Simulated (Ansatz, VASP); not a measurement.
# One calculation of CdTe, two programs

```
CELL_PARAMETERS angstrom
0.00000 3.20500 3.20500
3.20500 0.00000 3.20500
3.20500 3.20500 0.00000
ATOMIC_POSITIONS crystal
Te 0.75000 0.75000 0.75000
Cd 0.00000 0.00000 0.00000
```

Alike in both runs: task single point; functional PBE; k mesh 7 × 7 × 7; occupations gaussian, width 0.015 eV; no spin polarisation.

```csv
,VASP,Ansatz
version,VASP 6.6.1,Ansatz 0.2.0
potentials or method,"VASP PAW PBE potentials, release 64 (Te, Cd), cutoff 520 eV","all-electron LAPW, scalar-relativistic"
```

|  | VASP | Ansatz | Ansatz less VASP |
| --- | --- | --- | --- |
| gap on the k mesh at the Fermi level (eV) | 0.87 | 0.87 | -0.001 |
| least direct gap on the mesh (eV) | 0.87 | 0.87 | -0.001 |
| pressure (GPa) | 4.4 | 4.3 | -0.14 |

Ansatz ran all-electron here, and VASP with PAW potentials.

Spin-orbit coupling is off throughout.
